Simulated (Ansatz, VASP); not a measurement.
## Two plane-wave programs on AlC

```
Al C
1.0
    -1.52297    1.52297    2.10728
     1.52297   -1.52297    2.10728
     1.52297    1.52297   -2.10728
Al C
1 1
Direct
  0.00000 0.00000 0.00000
  0.50000 0.50000 0.00000
```

Change from the starting cell: species swapped into the TiAg type (P4/nmm, No. 129).

Alike in both runs: task relaxation of cell and atoms; functional PBE; k mesh 8 × 8 × 8; occupations gaussian, width 0.1 eV; no spin polarisation.

|  | VASP | Ansatz |
| --- | --- | --- |
| version | VASP 6.6.1 | Ansatz 0.2.0 |
| potentials or method | VASP PAW PBE potentials, release 64 (Al, C), cutoff 600 eV | scalar-relativistic, plane waves, PAW |
| valence electrons in the cell | 7 | 7 |

|  | VASP | Ansatz | Ansatz less VASP |
| --- | --- | --- | --- |
| gap on the k mesh at the Fermi level, each at its own relaxed structure (eV) | none | none | - |
| relaxed volume (Å³/atom) | 9.73 | 9.73 | +0.001 |
| relaxed cell length with the largest relative difference (Å) | 3.019 | 3.019 | -0.0006 |

A gap of «none» marks a metal or a gap that the smearing closes.

The k mesh is coarse, so the values compare programs but aren't converged.
